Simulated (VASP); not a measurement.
Wanted: the native input for a VASP 6.6.1 run.

```
Task                   : single point
Functional             : PBE
Potentials or basis    : VASP PAW PBE potentials, release 64 (Al, Cu)
Cutoff                 : 520 eV
k mesh                 : 10 × 10 × 14
Occupations            : gaussian, width 0.15 eV
Spin                   : no spin polarisation
Dipole correction      : no
Further INCAR settings : ALGO = Normal; EDIFF = 1e-06; NBANDS = 16
```

The structure of Al2Cu lies in POSCAR:

```
Al2Cu
1.0
    4.1211626268      0.0000000000      0.0000000000
    0.0000000000      4.1211626268      0.0000000000
    0.0000000000      0.0000000000      2.8078000000
Al Cu
2 1
Direct
    0.5000000000      0.0000000000      0.5000000000
    0.0000000000      0.5000000000      0.5000000000
    0.0000000000      0.0000000000      0.0000000000
```

The input as run:

INCAR

```
SYSTEM = Al2Cu
PREC = Accurate
ENCUT = 520
EDIFF = 1E-6
ISMEAR = 0
SIGMA = 0.15
LREAL = .FALSE.
LASPH = .TRUE.
NELM = 100
ALGO = Normal
ISIF = 2
LWAVE = .FALSE.
LCHARG = .FALSE.
GGA = PE
NBANDS = 16
```

KPOINTS

```
regular mesh
0
G
  10 10 14
  0 0 0
```

Potentials or basis: VASP PAW PBE potentials, release 64 (Al, Cu).

The run is started by

```sh
$ cat potpaw_PBE.64/Al/POTCAR potpaw_PBE.64/Cu/POTCAR > POTCAR
$ mpirun -np 1 vasp_std > vasp.out
```

Results of the run:

```json
{"Pressure": "2.9 GPa", "Band gap on the k mesh": "zero (an odd number of electrons rules out a gap without spin polarisation)"}
```

Wall time 110 s on 1 thread of AMD EPYC 7R13, with other jobs on the host, peak memory 0.23 GiB.
